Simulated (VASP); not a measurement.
# Zr3AlN4 (P-43m) in VASP: further runs, part 2 of 2

VASP 6.6.1. Earlier steps stand in the parts before.

## (4) Single point, PBE

This run uses another cell than the first one, of 14.23 Å³/atom.

INCAR

```
PREC = Accurate ; ENCUT = 520
EDIFF = 1E-6 ; ISMEAR = 0
SIGMA = 0.1 ; LREAL = F
LASPH = T ; NELM = 80
ALGO = Normal ; ISIF = 2
LWAVE = F ; LCHARG = T
GGA = PE ; LELF = T
LVHAR = T ; NBANDS = 40
```

KPOINTS

```
regular mesh
0
Gamma
  8 8 8
```

POSCAR

```
Zr3AlN4
1.0
    4.8466803029      0.0000000000      0.0000000000
    0.0000000000      4.8466803029      0.0000000000
    0.0000000000      0.0000000000      4.8466803029
Zr Al N
3 1 4
Direct
    0.0000000000      0.5000000000      0.5000000000
    0.5000000000      0.0000000000      0.5000000000
    0.5000000000      0.5000000000      0.0000000000
    0.0000000000      0.0000000000      0.0000000000
    0.2328116798      0.2328116798      0.7671883202
    0.2328116798      0.7671883202      0.2328116798
    0.7671883202      0.2328116798      0.2328116798
    0.7671883202      0.7671883202      0.7671883202
```

Run with:

```console
> cat potpaw_PBE.64/Zr_sv/POTCAR potpaw_PBE.64/Al/POTCAR potpaw_PBE.64/N/POTCAR > POTCAR
> mpirun -np 1 vasp_std > vasp.out
```

Run time: 69 s. Hardware: 1 thread of Intel Xeon 6975P-C (Granite Rapids), shared host; peak memory 0.28 GiB.

The run converged. Its results:

* Free energy: -72.4193 eV
* Pressure: 0.1 GPa
* Largest force: 0.024 eV/Å
* Band gap on the k mesh: zero (an odd number of electrons rules out a gap without spin polarisation)

Forces on the atoms (eV/Å):
```
Zr   0.000  0.000  0.000
Zr   0.000  0.000  0.000
Zr   0.000  0.000  0.000
Al   0.000  0.000  0.000
N   -0.014 -0.014  0.014
N   -0.014  0.014 -0.014
N    0.014 -0.014 -0.014
N    0.014  0.014  0.014
```

Levels at points of the mesh, in eV from the Fermi level:
| k point | band 28 | band 29 | band 30 | band 31 | band 32 | band 33 |
| --- | --- | --- | --- | --- | --- | --- |
| (0.00, 0.00, 0.00) | -2.82 | -1.20 | -0.13 | -0.13 | -0.13 | 1.34 |
| (0.50, 0.00, 0.00) | -3.29 | -0.58 | -0.58 | -0.09 | 0.15 | 0.97 |
| (0.50, 0.50, 0.00) | -3.80 | 0.54 | 0.54 | 0.88 | 0.90 | 1.15 |
| (0.50, 0.50, 0.50) | -3.91 | 0.70 | 1.82 | 1.82 | 1.82 | 2.48 |

## (5) Relaxation of cell and atoms, PBE

INCAR

```
SYSTEM = Zr3AlN4
PREC = Accurate
ENCUT = 600
EDIFF = 1E-7
ISMEAR = 0
SIGMA = 0.1
LREAL = .False.
LASPH = .True.
NELM = 80
ALGO = Normal
ISIF = 3
LWAVE = .False.
LCHARG = .False.
GGA = PE
IBRION = 2
NSW = 90
EDIFFG = -0.04
```

KPOINTS

```
regular mesh
0
Gamma
  4 4 4
  0 0 0
```

POSCAR

```
Zr3AlN4
1.0
    4.7548215300      0.0000000000      0.0000000000
    0.0000000000      4.7548215300      0.0000000000
    0.0000000000      0.0000000000      4.7548215300
Zr Al N
3 1 4
Direct
    0.0000000000      0.5000000000      0.5000000000
    0.5000000000      0.0000000000      0.5000000000
    0.5000000000      0.5000000000      0.0000000000
    0.0000000000      0.0000000000      0.0000000000
    0.2500000000      0.2500000000      0.7500000000
    0.2500000000      0.7500000000      0.2500000000
    0.7500000000      0.2500000000      0.2500000000
    0.7500000000      0.7500000000      0.7500000000
```

Potentials or basis: VASP PAW PBE potentials, release 64 (Zr_sv, Al, N).

Run with:

```console
> cat potpaw_PBE.64/Zr_sv/POTCAR potpaw_PBE.64/Al/POTCAR potpaw_PBE.64/N/POTCAR > POTCAR
> mpirun -np 1 vasp_std > vasp.out
```

OUTCAR:

```text
SYSTEM = Zr3AlN4
   PREC = Accurate
   ENCUT = 600
   EDIFF = 1E-7
   ISMEAR = 0
   LREAL = .False.
   LASPH = .True.
   NELM = 80
   ISIF = 3
   GGA = PE
   IBRION = 2
   NSW = 90
   EDIFFG = -0.04

 ion  position               nearest neighbor table
   1  0.000  0.500  0.500-   5 2.06   6 2.06   7 2.06   8 2.06   3 3.36   4 3.36   2 3.36   3 3.36
                             4 3.36   2 3.36   4 3.36   4 3.36   2 3.36   3 3.36   3 3.36   2 3.36
   2  0.500  0.000  0.500-   5 2.06   6 2.06   7 2.06   8 2.06   3 3.36   4 3.36   1 3.36   3 3.36
                             4 3.36   1 3.36   3 3.36   3 3.36   1 3.36   4 3.36   4 3.36   1 3.36
   3  0.500  0.500  0.000-   5 2.06   6 2.06   7 2.06   8 2.06   2 3.36   4 3.36   1 3.36   1 3.36
                             2 3.36   2 3.36   4 3.36   2 3.36   1 3.36   4 3.36   1 3.36   4 3.36
   4  0.000  0.000  0.000-   5 2.06   6 2.06   7 2.06   8 2.06   2 3.36   3 3.36   1 3.36   1 3.36
                             2 3.36   1 3.36   3 3.36   1 3.36   2 3.36   3 3.36   2 3.36   3 3.36
   5  0.250  0.250  0.750-   1 2.06   2 2.06   3 2.06   4 2.06
   6  0.250  0.750  0.250-   1 2.06   2 2.06   3 2.06   4 2.06
   7  0.750  0.250  0.250-   1 2.06   2 2.06   3 2.06   4 2.06
   8  0.750  0.750  0.750-   1 2.06   2 2.06   3 2.06   4 2.06

  LATTYP: Found a simple cubic cell.
 ALAT       =     4.7548215300

  Lattice vectors:

 A1 = (   4.7548215300,   0.0000000000,   0.0000000000)
 A2 = (   0.0000000000,   4.7548215300,   0.0000000000)
 A3 = (   0.0000000000,   0.0000000000,   4.7548215300)

Analysis of symmetry for initial positions (statically):
=====================================================================
 Subroutine PRICEL returns:
 Original cell was already a primitive cell.

 Routine SETGRP: Setting up the symmetry group for a
 simple cubic supercell.

 Subroutine GETGRP returns: Found 24 space group operations
 (whereof 24 operations were pure point group operations)
 out of a pool of 48 trial point group operations.

The static configuration has the point symmetry T_d .

Analysis of symmetry for dynamics (positions and initial velocities):
=====================================================================
 Subroutine PRICEL returns:
 Original cell was already a primitive cell.

 Routine SETGRP: Setting up the symmetry group for a
 simple cubic supercell.

 Subroutine GETGRP returns: Found 24 space group operations
 (whereof 24 operations were pure point group operations)
 out of a pool of 48 trial point group operations.

The dynamic configuration has the point symmetry T_d .

 Subroutine INISYM returns: Found 24 space group operations
 (whereof 24 operations are pure point group operations),
 and found     1 'primitive' translations

----------------------------------------------------------------------------------------

                                     Primitive cell

  volume of cell :     107.4986

  direct lattice vectors                    reciprocal lattice vectors
     4.754821530  0.000000000  0.000000000     0.210312836  0.000000000  0.000000000
     0.000000000  4.754821530  0.000000000     0.000000000  0.210312836  0.000000000
     0.000000000  0.000000000  4.754821530     0.000000000  0.000000000  0.210312836

  length of vectors
     4.754821530  4.754821530  4.754821530     0.210312836  0.210312836  0.210312836

  position of ions in fractional coordinates (direct lattice)
     0.000000000  0.500000000  0.500000000
     0.500000000  0.000000000  0.500000000
     0.500000000  0.500000000  0.000000000
     0.000000000  0.000000000  0.000000000
     0.250000000  0.250000000  0.750000000
     0.250000000  0.750000000  0.250000000
[... 36 lines left out ...]
 ===========================================

 Found     10 irreducible k-points:

 Following reciprocal coordinates:
            Coordinates               Weight
  0.000000  0.000000  0.000000      1.000000
  0.250000  0.000000  0.000000      6.000000
  0.500000  0.000000  0.000000      3.000000
  0.250000  0.250000  0.000000     12.000000
  0.500000  0.250000  0.000000     12.000000
  0.500000  0.500000  0.000000      3.000000
  0.250000  0.250000  0.250000      8.000000
  0.500000  0.250000  0.250000     12.000000
  0.500000  0.500000  0.250000      6.000000
  0.500000  0.500000  0.500000      1.000000
   k-points           NKPTS =     10   k-points in BZ     NKDIM =     10   number of bands    NBANDS=     35
   number of dos      NEDOS =    301   number of ions     NIONS =      8
   total plane-waves  NPLWV =  64000
   dimension x,y,z NGX =    40 NGY =   40 NGZ =   40
   dimension x,y,z NGXF=    80 NGYF=   80 NGZF=   80
   ions per type =               3   1   4
   NGX,Y,Z   is equivalent  to a cutoff of  13.99, 13.99, 13.99 a.u.
   NGXF,Y,Z  is equivalent  to a cutoff of  27.97, 27.97, 27.97 a.u.
 SYSTEM =  Zr3AlN4
   PREC   = accura    normal or accurate (medium, high low for compatibility)
   ISTART =      0    job   : 0-new  1-cont  2-samecut
   ICHARG =      2    charge: 1-file 2-atom 10-const
   ISPIN  =      1    spin polarized calculation?
   LNONCOLLINEAR =      F non collinear calculations
   LSORBIT =      F    spin-orbit coupling
   LASPH  =      T    aspherical Exc in radial PAW
   ENCUT  =  600.0 eV  44.10 Ry    6.64 a.u.   9.50  9.50  9.50*2*pi/ulx,y,z
   NELM   =     80;   NELMIN=  2; NELMDL= -5     # of ELM steps
   EDIFF  = 0.1E-06   stopping-criterion for ELM
   LREAL  =      F    real-space projection
   EDIFFG = -.4E-01   stopping-criterion for IOM
   NSW    =     90    number of steps for IOM
   IBRION =      2    ionic relax: 0-MD 1-quasi-New 2-CG
   NFREE  =      1    steps in history (QN), initial steepest desc. (CG)
   ISIF   =      3    stress and relaxation
   ISYM   =      2    0-nonsym 1-usesym 2-fastsym
   POTIM  = 0.5000    time-step for ionic-motion
   TEBEG  =    0.0;   TEEND  =   0.0 temperature during run
   PSTRESS=    0.0 pullay stress
   NELECT =      59.0000    total number of electrons
   NUPDOWN=      -1.0000    fix difference up-down
   EMIN   =  10.00;   EMAX   =-10.00  energy-range for DOS
   EFERMI =   0.00;   METHOD = LEGACY
   ISMEAR =     0;   SIGMA  =   0.10  broadening in eV -4-tet -1-fermi 0-gaus
   EFERMI_NEDOS =   21; number of points for ismear=-14 and -15
   IALGO  =     38    algorithm
   IMIX   =      4    mixing-type and parameters
     AMIX     =   0.40;   BMIX     =  1.00
     AMIX_MAG =   1.60;   BMIX_MAG =  1.00
  volume/ion in A,a.u.               =      13.44        90.68
  Fermi-wavevector in a.u.,A,eV,Ry     =   1.340370  2.532932 24.444105  1.796591
  Thomas-Fermi vector in A             =   2.468688
   LORBIT       =      0    0 simple, 1 ext, 2 COOP (PROOUT), +10 PAW based schemes
   GGA     = PE    functional components
   LHFCALC =     F    Hartree Fock is set to
   AEXX    =    0.0000 exact exchange contribution
   IVDW    =     0    specifies the selected vdW correction
   LEPSILON=     F    determine dielectric tensor
   LRPA    =     F    only Hartree local field effects (RPA)
 conjugate gradient relaxation of ions
 non-spin polarized calculation
 Gauss-broadening in eV      SIGMA  =   0.10
  energy-cutoff  :      600.00
  volume of cell :      107.50
 maximum number of plane-waves:      3695
 NGX is ok and might be reduce to    40
   NGX = 19   NGY = 19   NGZ = 19

--------------------------------------- Ionic step        1  -------------------------------------------

 number of electron      58.9999994 magnetization

 Free energy of the ion-electron system (eV)
  ---------------------------------------------------
  ext. energy  EPLUGINS =         0.00000000
  ---------------------------------------------------
  free energy    TOTEN  =       -71.34540394 eV

  energy without entropy =      -71.30999223  energy(sigma->0) =      -71.32769808

------------------------ aborting loop because EDIFF is reached ----------------------------------------

  FORCE on cell =-STRESS in cart. coord.  units (eV):
  Direction    XX          YY          ZZ          XY          YZ          ZX
  --------------------------------------------------------------------------------------
  -------------------------------------------------------------------------------------
  Total       11.1797576     11.1797576     11.1797576      0.0000000      0.0000000     -0.0000000
  in kB      166.6250564    166.6250564    166.6250564      0.0000000      0.0000000     -0.0000000
  external PRESSURE =     166.6250564 kB  Pullay stress =       0.0000000 kB
[... 197 lines left out ...]
--------------------------------------- Ionic step        6  -------------------------------------------

 number of electron      59.0000006 magnetization

 Free energy of the ion-electron system (eV)
  ---------------------------------------------------
  ext. energy  EPLUGINS =         0.00000000
  ---------------------------------------------------
  free energy    TOTEN  =       -72.41176180 eV

  energy without entropy =      -72.39538764  energy(sigma->0) =      -72.40357472

 E-fermi :   8.6497     XC(G=0): -11.0032

 val. band max:        8.6113480761   @ k =   0.2500   0.2500   0.2500
 cond. band min:       8.7964524517   @ k =   0.5000   0.0000   0.0000
 fundamental gap:      0.1851043756
 Fermi energy:         8.6497141467

 k-point     1 :       0.0000    0.0000    0.0000
  band No.  band energies     occupation
      1     -40.7656      2.00000
      2     -40.6908      2.00000
      3     -40.6908      2.00000
      4     -19.1946      2.00000
      5     -19.1946      2.00000
      6     -19.1946      2.00000
[... 404 lines left out ...]
  FREE ENERGIE OF THE ION-ELECTRON SYSTEM (eV)
  ---------------------------------------------------
  free  energy   TOTEN  =       -72.4117617984 eV

  energy  without entropy=      -72.3953876415  energy(sigma->0) =      -72.40357472

 reached required accuracy - stopping structural energy minimisation
```

It took 2.5 min on 1 thread of Intel Xeon 6975P-C (Granite Rapids), shared host; peak memory 0.27 GiB.

Results:

- Free energy: -72.4118 eV
- Relaxed volume: 14.21 Å³/atom
- Relaxed cell: a = 4.844 Å, b = 4.844 Å, c = 4.844 Å, α = 90.00°, β = 90.00°, γ = 90.00°
- Space group after relaxing (to 0.1 Å): P-43m (No. 215)
- Energy gained by relaxing: 133.3 meV/atom
- Ionic steps: 6
- Pressure after relaxing: 0.0 GPa
- Band gap on the k mesh: zero (an odd number of electrons rules out a gap without spin polarisation)

The path:
| step | energy change (eV) | largest force (eV/Å) | pressure (GPa) | volume (Å³) |
| --- | --- | --- | --- | --- |
| 1 | 0.0000 | 2.5185 | 16.66 | 107.50 |
| 2 | 0.0207 | 0.1176 | -18.21 | 130.74 |
| 3 | -0.8029 | 1.0485 | -4.28 | 118.26 |
| 4 | -0.8038 | 1.0938 | -3.68 | 117.86 |
| 5 | -1.0349 | 0.4326 | -1.42 | 115.05 |
| 6 | -1.0664 | 0.0140 | 0.04 | 113.66 |

Final structure:
```yaml
crystal:
  lattice:
    - [4.84401, 0.00000, 0.00000]
    - [0.00000, 4.84401, 0.00000]
    - [0.00000, 0.00000, 4.84401]
  atoms:
    - { symbol: Zr, position: [0.00000, 0.50000, 0.50000] }
    - { symbol: Zr, position: [0.50000, 0.00000, 0.50000] }
    - { symbol: Zr, position: [0.50000, 0.50000, 0.00000] }
    - { symbol: Al, position: [0.00000, 0.00000, 0.00000] }
    - { symbol: N, position: [0.23227, 0.23227, 0.76773] }
    - { symbol: N, position: [0.23227, 0.76773, 0.23227] }
    - { symbol: N, position: [0.76773, 0.23227, 0.23227] }
    - { symbol: N, position: [0.76773, 0.76773, 0.76773] }
```

## (6) The runs side by side

```tsv
task	cell	k mesh	cutoff (eV)	gap on the mesh (eV)	pressure (GPa)	largest force (eV/Å)
single point	a = 4.755 Å, 8 atoms, atomic positions A	4 × 4 × 4	520	none	16.7	-
single point	a = 4.844 Å, 8 atoms, atomic positions B	4 × 4 × 4	520	none	0.1	0.03
single point	a = 4.847 Å, 8 atoms, atomic positions B	8 × 8 × 8	520	none	0.1	0.02
relaxation of cell and atoms	relaxed from a = 4.755 Å, 8 atoms, atomic positions A	4 × 4 × 4	600	none	0.0	-
```

Alike in all rows: level PBE; potentials or basis VASP PAW PBE potentials, release 64 (Zr_sv, Al, N); no spin polarisation; smearing gaussian 0.1 eV.

Caveats: the cell stands under pressure (at least some runs).

Total energies depend on the potentials used, so only differences within one code and one set of settings carry meaning.
